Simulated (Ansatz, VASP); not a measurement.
Two plane-wave programs on GaSb3

```
Ga Sb
1.0
     0.00000    3.70824    3.80873
     3.70824    0.00000    3.80873
     3.70824    3.70824    0.00000
Ga Sb
1 3
Cartesian
  0.0000 0.0000 0.0000
  1.8541 1.8541 1.9044
  5.5624 5.5624 5.7131
  3.7082 3.7082 3.8087
```

Alike in both runs: task single point; functional PBEsol; k mesh 10 × 10 × 10; occupations gaussian, width 0.15 eV; no spin polarisation.

```csv
,VASP,Ansatz
version,VASP 6.6.1,Ansatz 0.2.0
potentials or method,"VASP PAW PBE potentials, release 64 (Ga_d, Sb), cutoff 520 eV","scalar-relativistic, plane waves, PAW"
valence electrons in the cell,28,58
```

|  | VASP | Ansatz | Ansatz less VASP |
| --- | --- | --- | --- |
| gap on the k mesh at the Fermi level (eV) | none | none | - |
| pressure (GPa) | -4.0 | -4.0 | +0.03 |
| traceless stress, the component that is largest in VASP (GPa) | -0.56 | -0.56 | +0.002 |

VASP's potentials were made for PBE, not for PBEsol, and Ansatz warns of the same on its side. A gap of «none» marks a metal or a gap that the smearing closes. VASP's potentials hold 28 valence electrons a cell and Ansatz's 58, so a difference there can come from the potentials and not from the codes.

Neither program's run includes spin-orbit coupling.
